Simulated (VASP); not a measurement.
# F (Im-3m) in VASP: a series of runs

The runs below take F through single point, relaxation of cell and atoms, with LDA.

Everything below comes from runs of VASP 6.6.1. Logs are shortened: lines on timing, memory, paths and dates and some standing lists are left out, and cuts for length are marked.

## 1. The cell of the first run

The structure is cubic, space group Im-3m (No. 229). The conventional cell has a = 2.272 Å, b = 2.272 Å, c = 2.272 Å, α = 90.00°, β = 90.00°, γ = 90.00°. F (site symmetry m-3m) has 14 F at 1.97 to 2.27 Å within 2.6 Å.

## 2. Single point, LDA

Contents of INCAR:

```
  ALGO = Normal
  EDIFF = 1E-7
  ENCUT = 520
  ISIF = 2
  ISMEAR = -1
  LASPH = T
  LCHARG = T
  LELF = T
  LREAL = F
  LVHAR = T
  LWAVE = F
  NBANDS = 10
  NELM = 100
  PREC = Accurate
  SIGMA = 0.1
```

Contents of KPOINTS:

```
k-points
0
Gamma
  20 20 20
```

Contents of POSCAR:

```
F
1.0
   -1.1359612939      1.1359612939      1.1359612939
    1.1359612939     -1.1359612939      1.1359612939
    1.1359612939      1.1359612939     -1.1359612939
F
1
Direct
    0.0000000000      0.0000000000      0.0000000000
```

Potentials or basis: VASP PAW LDA potentials, release 64 (F).

Command:

```sh
$ cat potpaw_LDA.64/F/POTCAR > POTCAR
$ mpirun -np 1 vasp_std > vasp.out
```

OUTCAR:

```text
EDIFF = 1E-7
   ENCUT = 520
   ISIF = 2
   ISMEAR = -1
   LASPH = T
   LREAL = F
   NELM = 100
   PREC = Accurate

 ion  position               nearest neighbor table
   1  0.000  0.000  0.000-

  LATTYP: Found a body centered cubic cell.
 ALAT       =     2.2719225878

  Lattice vectors:

 A1 = (  -1.1359612939,   1.1359612939,   1.1359612939)
 A2 = (   1.1359612939,  -1.1359612939,   1.1359612939)
 A3 = (   1.1359612939,   1.1359612939,  -1.1359612939)

Analysis of symmetry for initial positions (statically):
=====================================================================
 Subroutine PRICEL returns:
 Original cell was already a primitive cell.

 Routine SETGRP: Setting up the symmetry group for a
 body centered cubic supercell.

 Subroutine GETGRP returns: Found 48 space group operations
 (whereof 48 operations were pure point group operations)
 out of a pool of 48 trial point group operations.

The static configuration has the point symmetry O_h .

Analysis of symmetry for dynamics (positions and initial velocities):
=====================================================================
 Subroutine PRICEL returns:
 Original cell was already a primitive cell.

 Routine SETGRP: Setting up the symmetry group for a
 body centered cubic supercell.

 Subroutine GETGRP returns: Found 48 space group operations
 (whereof 48 operations were pure point group operations)
 out of a pool of 48 trial point group operations.

The dynamic configuration has the point symmetry O_h .

 Subroutine INISYM returns: Found 48 space group operations
 (whereof 48 operations are pure point group operations),
 and found     1 'primitive' translations

----------------------------------------------------------------------------------------

                                     Primitive cell

  volume of cell :       5.8634

  direct lattice vectors                    reciprocal lattice vectors
    -1.135961294  1.135961294  1.135961294     0.000000000  0.440155842  0.440155842
     1.135961294 -1.135961294  1.135961294     0.440155842  0.000000000  0.440155842
     1.135961294  1.135961294 -1.135961294     0.440155842  0.440155842  0.000000000

  length of vectors
     1.967542676  1.967542676  1.967542676     0.622474362  0.622474362  0.622474362

  position of ions in fractional coordinates (direct lattice)
     0.000000000  0.000000000  0.000000000

  ion indices of the primitive-cell ions
   primitive index   ion index
                 1           1

[... 71 lines left out ...]
   EDIFF  = 0.1E-06   stopping-criterion for ELM
   LREAL  =      F    real-space projection
   EDIFFG = 0.1E-05   stopping-criterion for IOM
   NSW    =      0    number of steps for IOM
   IBRION =     -1    ionic relax: 0-MD 1-quasi-New 2-CG
   NFREE  =      0    steps in history (QN), initial steepest desc. (CG)
   ISIF   =      2    stress and relaxation
   ISYM   =      2    0-nonsym 1-usesym 2-fastsym
   POTIM  = 0.5000    time-step for ionic-motion
   TEBEG  =    0.0;   TEEND  =   0.0 temperature during run
   PSTRESS=    0.0 pullay stress
   NELECT =       7.0000    total number of electrons
   NUPDOWN=      -1.0000    fix difference up-down
   EMIN   =  10.00;   EMAX   =-10.00  energy-range for DOS
   EFERMI =   0.00;   METHOD = LEGACY
   ISMEAR =    -1;   SIGMA  =   0.10  broadening in eV -4-tet -1-fermi 0-gaus
   EFERMI_NEDOS =   21; number of points for ismear=-14 and -15
   IALGO  =     38    algorithm
   IMIX   =      4    mixing-type and parameters
     AMIX     =   0.40;   BMIX     =  1.00
     AMIX_MAG =   1.60;   BMIX_MAG =  1.00
  volume/ion in A,a.u.               =       5.86        39.57
  Fermi-wavevector in a.u.,A,eV,Ry     =   1.736697  3.281881 41.036742  3.016115
  Thomas-Fermi vector in A             =   2.810062
   LORBIT       =      0    0 simple, 1 ext, 2 COOP (PROOUT), +10 PAW based schemes
   GGA     = CA    functional components
   LHFCALC =     F    Hartree Fock is set to
   AEXX    =    0.0000 exact exchange contribution
   IVDW    =     0    specifies the selected vdW correction
   LEPSILON=     F    determine dielectric tensor
   LRPA    =     F    only Hartree local field effects (RPA)
 non-spin polarized calculation
  energy-cutoff  :      520.00
  volume of cell :        5.86
 maximum number of plane-waves:       167
   NGX =  7   NGY =  7   NGZ =  7

 number of electron       7.0000009 magnetization

 Free energy of the ion-electron system (eV)
  ---------------------------------------------------
  ext. energy  EPLUGINS =         0.00000000
  ---------------------------------------------------
  free energy    TOTEN  =        -0.83933241 eV

  energy without entropy =       -0.79421764  energy(sigma->0) =       -0.81677503

 E-fermi :   3.0471     XC(G=0): -14.3432

 val. band max:        3.0300472344   @ k =   0.2000   0.0500   0.0000
 cond. band min:       3.0480288207   @ k =   0.2500   0.2500   0.0000
 fundamental gap:      0.0179815863
 Fermi energy:         3.0470802499

 k-point     1 :       0.0000    0.0000    0.0000
  band No.  band energies     occupation
      1     -23.7660      2.00000
      2       4.1089      0.00005
      3       4.1089      0.00005
      4       4.1089      0.00005
      5      23.6734      0.00000
      6      46.7103      0.00000
      7      46.7103      0.00000
      8      46.7103      0.00000
      9      51.0313      0.00000
     10      51.0313      0.00000
[... 287 lines left out ...]
 k-point    24 :       0.2500    0.1000   -0.0000
  band No.  band energies     occupation
      1     -20.5639      2.00000
      2      -2.0851      2.00000
      3       2.2223      1.99948
      4       3.5589      0.01191
      5      27.3623      0.00000
      6      33.1462      0.00000
      7      36.6786      0.00000
      8      47.4255      0.00000
      9      54.7944      0.00000
     10      55.3673      0.00000

 [... further k-points ...]
[... 5 lines left out ...]
  --------------------------------------------------------------------------------------
  -------------------------------------------------------------------------------------
  Total        3.3976819      3.3976819      3.3976819     -0.0000000      0.0000000     -0.0000000
  in kB      928.4161871    928.4161871    928.4161871     -0.0000000      0.0000000     -0.0000000
  external PRESSURE =     928.4161871 kB  Pullay stress =       0.0000000 kB

 VOLUME and BASIS-vectors are now :
 -----------------------------------------------------------------------------
  energy-cutoff  :      520.00
  volume of cell :        5.86
      direct lattice vectors                 reciprocal lattice vectors
    -1.135961294  1.135961294  1.135961294     0.000000000  0.440155842  0.440155842
     1.135961294 -1.135961294  1.135961294     0.440155842  0.000000000  0.440155842
     1.135961294  1.135961294 -1.135961294     0.440155842  0.440155842  0.000000000

 POSITION                                       TOTAL-FORCE (eV/Angst)
 -----------------------------------------------------------------------------------
      0.00000      0.00000      0.00000        -0.000000      0.000000      0.000000
 -----------------------------------------------------------------------------------
    total drift:                               -0.000000      0.000000      0.000000

  FREE ENERGIE OF THE ION-ELECTRON SYSTEM (eV)
  ---------------------------------------------------
  free  energy   TOTEN  =        -0.8393324144 eV

  energy  without entropy=       -0.7942176414  energy(sigma->0) =       -0.81677503
```

OSZICAR:

```text
N       E                     dE             d eps       ncg     rms          rms(c)
DAV:   1     0.134510563448E+02    0.13451E+02   -0.40161E+03  5874   0.649E+02
DAV:   2    -0.749906155434E+00   -0.14201E+02   -0.13675E+02  5808   0.124E+02
DAV:   3    -0.858365493348E+00   -0.10846E+00   -0.10793E+00  6040   0.830E+00
DAV:   4    -0.858406039365E+00   -0.40546E-04   -0.40546E-04  5544   0.203E-01
DAV:   5    -0.858406059530E+00   -0.20165E-07   -0.20182E-07  5746   0.399E-03    0.103E+00
DAV:   6    -0.840684860006E+00    0.17721E-01   -0.41314E-02  5280   0.171E+00    0.359E-01
DAV:   7    -0.839286730777E+00    0.13981E-02   -0.74620E-03  5418   0.736E-01    0.113E-01
DAV:   8    -0.839332817608E+00   -0.46087E-04   -0.36283E-05  5536   0.647E-02    0.420E-03
DAV:   9    -0.839332491522E+00    0.32609E-06   -0.24966E-07  5770   0.475E-03    0.231E-03
DAV:  10    -0.839332414386E+00    0.77137E-07   -0.24126E-08  3044   0.149E-03
   1 F= -.83933241E+00 E0= -.81677503E+00  d E =-.451148E-01
```

Run time: 3.1 s. Hardware: 1 thread of Intel Xeon 6975P-C (Granite Rapids), shared host; peak memory 0.11 GiB.

What came out:

```
Free energy            : -0.8393 eV
Pressure               : 92.8 GPa
Band gap on the k mesh : zero (an odd number of electrons rules out a gap without spin polarisation)
```

Levels at points of the mesh, in eV from the Fermi level:
```csv
k point,band 1,band 2,band 3,band 4,band 5,band 6,band 7,band 8
"(0.00, 0.00, 0.00)",-26.81,1.06,1.06,1.06,20.63,43.66,43.66,43.66
"(0.50, 0.00, 0.00)",-21.39,-8.90,-1.25,0.65,23.05,29.94,32.33,44.48
"(0.50, 0.50, 0.50)",-18.36,-4.48,-4.48,-4.48,20.37,20.37,42.15,42.15
```

Caveat: the cell stands under pressure; an odd number of electrons without spin polarisation forces a metal; a magnetic or distorted state may lie lower.

## 3. Relaxation of cell and atoms, LDA, target pressure 93 GPa, at which the enthalpy is minimised

Contents of INCAR:

```
PREC     = Accurate       # precision mode
ENCUT    = 600            # plane-wave cutoff, eV
EDIFF    = 1E-6           # SCF threshold, eV
ISMEAR   = -1             # smearing method
SIGMA    = 0.1            # smearing width, eV
LREAL    = False          # projectors in reciprocal space
LASPH    = True           # aspherical terms in the spheres
NELM     = 100            # most SCF steps
ALGO     = Normal         # electronic algorithm
ISIF     = 3              # what is computed and relaxed
LWAVE    = False          # write WAVECAR
LCHARG   = False          # write CHGCAR
GGA      = CA             # functional
IBRION   = 2              # ionic algorithm
NSW      = 32             # ionic steps
EDIFFG   = -0.005         # ionic threshold
PSTRESS  = 930.0
```

Contents of KPOINTS:

```
Automatic mesh
0
Gamma
  20 20 20
```

POSCAR is that of step 2.

Potentials or basis: VASP PAW LDA potentials, release 64 (F).

Command:

```sh
$ cat potpaw_LDA.64/F/POTCAR > POTCAR
$ mpirun -np 1 vasp_std > vasp.out
```

Run time: 3.4 s. Hardware: 1 thread of Intel Xeon 6975P-C (Granite Rapids), shared host; peak memory 0.11 GiB.

The run converged. Its results:

```yaml
Free_energy: -0.8390 eV
Relaxed_volume: 5.86 Å³/atom
Relaxed_cell: a = 1.967 Å, b = 1.967 Å, c = 1.967 Å, α = 109.47°, β = 109.47°, γ = 109.47°
Space_group_after_relaxing_to_0.1_Å: Im-3m (No. 229)
Energy_change_on_relaxing_the_run_minimises_the_enthalpy: +2.0 meV/atom
Ionic_steps: 3
Pressure_after_relaxing: 93.0 GPa
Band_gap_on_the_k_mesh: zero (an odd number of electrons rules out a gap without spin polarisation)
```

Step by step:
| step | energy change (eV) | largest force (eV/Å) | pressure (GPa) | volume (Å³) |
| --- | --- | --- | --- | --- |
| 1 | 0.0000 | 0.0000 | 92.73 | 5.86 |
| 2 | 0.0048 | 0.0000 | 93.39 | 5.86 |
| 3 | 0.0020 | 0.0000 | 92.99 | 5.86 |

Final structure:
```
F
1.0
    -1.13574    1.13574    1.13574
     1.13574   -1.13574    1.13574
     1.13574    1.13574   -1.13574
F
1
Direct
  0.00000 0.00000 0.00000
```

Levels at points of the mesh, in eV from the Fermi level:
```tsv
k point	band 1	band 2	band 3	band 4	band 5	band 6	band 7
(0.00, 0.00, 0.00)	-26.82	1.06	1.06	1.06	20.63	43.67	43.67
(0.50, 0.00, 0.00)	-21.39	-8.91	-1.25	0.65	23.05	29.92	32.34
(0.50, 0.50, 0.50)	-18.36	-4.48	-4.48	-4.48	20.37	20.37	42.13
```

Caveat: the cell is relaxed towards a set pressure, so the run minimises the enthalpy, not the energy; an odd number of electrons without spin polarisation forces a metal; a magnetic or distorted state may lie lower.
